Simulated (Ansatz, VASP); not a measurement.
## BaS: VASP beside Ansatz

File INCAR:

```
PREC     = Accurate       # precision mode
ENCUT    = 520            # plane-wave cutoff, eV
EDIFF    = 1E-6           # SCF threshold, eV
ISMEAR   = -1             # smearing method
SIGMA    = 0.01           # smearing width, eV
LREAL    = False          # projectors in reciprocal space
LASPH    = True           # aspherical terms in the spheres
NELM     = 60             # most SCF steps
ALGO     = Normal         # electronic algorithm
ISIF     = 2              # what is computed and relaxed
LWAVE    = False          # write WAVECAR
LCHARG   = True           # write CHGCAR
GGA      = PE             # functional
LELF     = True           # ELF
LVHAR    = True         
NBANDS   = 15             # bands
```

KPOINTS

```
Automatic mesh
0
Gamma
  7 7 7
```

File POSCAR:

```
BaS
1.0
    0.0000000000      3.2563884516      3.2563884516
    3.2563884516      0.0000000000      3.2563884516
    3.2563884516      3.2563884516      0.0000000000
Ba S
1 1
Direct
    0.0000000000      0.0000000000      0.0000000000
    0.5000000000      0.5000000000      0.5000000000
```

Input for Ansatz:

```yaml
crystal:
  lattice:
    - [0.0, 3.2563884516, 3.2563884516]
    - [3.2563884516, 0.0, 3.2563884516]
    - [3.2563884516, 3.2563884516, 0.0]
  atoms:
    - { symbol: Ba, position: [0.0, 0.0, 0.0] }
    - { symbol: S, position: [0.5, 0.5, 0.5] }
kpoints:
  mp_grid: { grid: [7, 7, 7] }
scf:
  occupations: { method: fermi_dirac, width: 0.01 }
hamiltonian:
  xc: pbe
  pseudopotentials: { kind: all_electron, lapw: { basis_error: 0.00025 } }
output:
  forces: true
  stress: true
  eigenvalues: true
```

Change from the starting cell: volume scaled by 1.06.

Alike in both runs: task single point; functional PBE; k mesh 7 × 7 × 7; occupations fermi-dirac, width 0.01 eV; no spin polarisation.

|  | VASP | Ansatz |
| --- | --- | --- |
| version | VASP 6.6.1 | Ansatz 0.2.0 |
| potentials or method | VASP PAW PBE potentials, release 64 (Ba_sv, S), cutoff 520 eV | all-electron LAPW, scalar-relativistic |

|  | VASP | Ansatz | Ansatz less VASP |
| --- | --- | --- | --- |
| gap on the k mesh at the Fermi level (eV) | 2.25 | 2.34 | +0.085 |
| pressure (GPa) | -1.0 | -1.5 | -0.47 |

Ansatz ran all-electron here, and VASP with PAW potentials.

Spin-orbit coupling is off throughout.
